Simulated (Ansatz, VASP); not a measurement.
## One calculation of Pb, two programs

The input INCAR:

```
SYSTEM = Pb
PREC = Accurate
ENCUT = 520
EDIFF = 1E-6
ISMEAR = 0
SIGMA = 0.15
LREAL = .FALSE.
LASPH = .TRUE.
NELM = 100
ALGO = Fast
ISIF = 2
LWAVE = .FALSE.
LCHARG = .FALSE.
NBANDS = 13
```

Contents of KPOINTS:

```
regular mesh
0
G
  18 18 18
  0 0 0
```

File POSCAR:

```
Pb
1.0
   -1.9796595667      1.9796595667      1.9796595667
    1.9796595667     -1.9796595667      1.9796595667
    1.9796595667      1.9796595667     -1.9796595667
Pb
1
Direct
    0.0000000000      0.0000000000      0.0000000000
```

Input for Ansatz:

```yaml
crystal:
  lattice:
    - [-1.9796595667, 1.9796595667, 1.9796595667]
    - [1.9796595667, -1.9796595667, 1.9796595667]
    - [1.9796595667, 1.9796595667, -1.9796595667]
  atoms:
    - { symbol: Pb, position: [0.0, 0.0, 0.0] }
basis:
  ecutwfc: 420
kpoints:
  mp_grid: { grid: [18, 18, 18] }
hamiltonian:
  xc: lda
scf:
  occupations: { method: gaussian, width: 0.15 }
output:
  forces: true
  stress: true
  eigenvalues: true
```

Alike in both runs: task single point; functional LDA; k mesh 18 × 18 × 18; occupations gaussian, width 0.15 eV; no spin polarisation.

|  | VASP | Ansatz |
| --- | --- | --- |
| version | VASP 6.6.1 | Ansatz 0.2.0 |
| potentials or method | VASP PAW LDA potentials, release 64 (Pb_d), cutoff 520 eV | scalar-relativistic, plane waves, PAW |
| valence electrons in the cell | 14 | 14 |

```csv
,VASP,Ansatz,Ansatz less VASP
gap on the k mesh at the Fermi level (eV),none,none,-
pressure (GPa),-3.0,-3.1,-0.06
```

LDA's correlation is that of Perdew and Zunger in VASP and of Perdew and Wang (1992) in Ansatz. A gap of «none» marks a metal or a gap that the smearing closes.

Spin-orbit coupling is off throughout.
